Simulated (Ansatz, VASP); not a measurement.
## One calculation of ZnSe, two programs

```
Zn Se
1.0
     4.15139    0.00000    0.00000
    -2.07569    3.59521    0.00000
     0.00000    0.00000    6.17474
Zn Se
2 2
Cartesian
  0.0000 2.3968 1.5437
  2.0757 1.1984 4.6311
  2.0757 1.1984 1.5437
  0.0000 2.3968 4.6311
```

Alike in both runs: task single point; functional r2SCAN; k mesh 12 × 12 × 4; no spin polarisation.

```csv
,VASP,Ansatz
version,VASP 6.6.1,Ansatz 0.2.0
potentials or method,"VASP PAW PBE potentials, release 64 (Zn, Se)","plane waves, PAW"
plane-wave cutoff (eV),520,500
occupations,"gaussian, width 0.01 eV",fixed
valence electrons in the cell,36,56
```

VASP gave:

| Property | Result |
| --- | --- |
| gap on the k mesh at the Fermi level (eV) | 0.83 |
| pressure (GPa) | 0.1 |
| traceless stress, the component that is largest in VASP (GPa) | -0.01 |

Q: Estimate Ansatz's values.

A: gap on the k mesh at the Fermi level (eV): 0.84; pressure (GPa): 0.0; traceless stress, the component that is largest in VASP (GPa): 0.06.

VASP's potentials were made for PBE, not for r2SCAN. VASP's potentials hold 36 valence electrons a cell and Ansatz's 56, so a difference there can come from the potentials and not from the codes.
